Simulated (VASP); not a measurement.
A run of VASP 6.6.1:

The input INCAR:

```
PREC = Accurate
ENCUT = 520
EDIFF = 1E-7
ISMEAR = 0
SIGMA = 0.1
LREAL = False
LASPH = True
NELM = 100
ALGO = Normal
ISIF = 2
LWAVE = False
LCHARG = False
GGA = PE
IVDW = 12
NBANDS = 16
```

KPOINTS

```
Automatic mesh
0
Gamma
  6 6 6
```

The input POSCAR:

```
RbSi2
1.0
   -2.4437210419      2.4437210419      4.5338904191
    2.4437210419     -2.4437210419      4.5338904191
    2.4437210419      2.4437210419     -4.5338904191
Rb Si
1 2
Direct
    0.0000000000      0.0000000000      0.0000000000
    0.3790769310      0.3790769310      0.0000000000
    0.6209230690      0.6209230690      0.0000000000
```

Potentials or basis: VASP PAW PBE potentials, release 64 (Rb_sv, Si).

The run is started by

```bash
$ cat potpaw_PBE.64/Rb_sv/POTCAR potpaw_PBE.64/Si/POTCAR > POTCAR
$ mpirun -np 1 vasp_std > vasp.out
```

Hardware: 1 thread of Intel(R) Xeon(R) Platinum 8488C (Sapphire Rapids) (shared host).

**Question.** How long does it take, and how much memory?

**Answer.** Wall time 48 s on 1 thread of Intel(R) Xeon(R) Platinum 8488C (Sapphire Rapids), on a shared host, peak memory 0.27 GiB. Counts: scf iterations 14, k points 30.
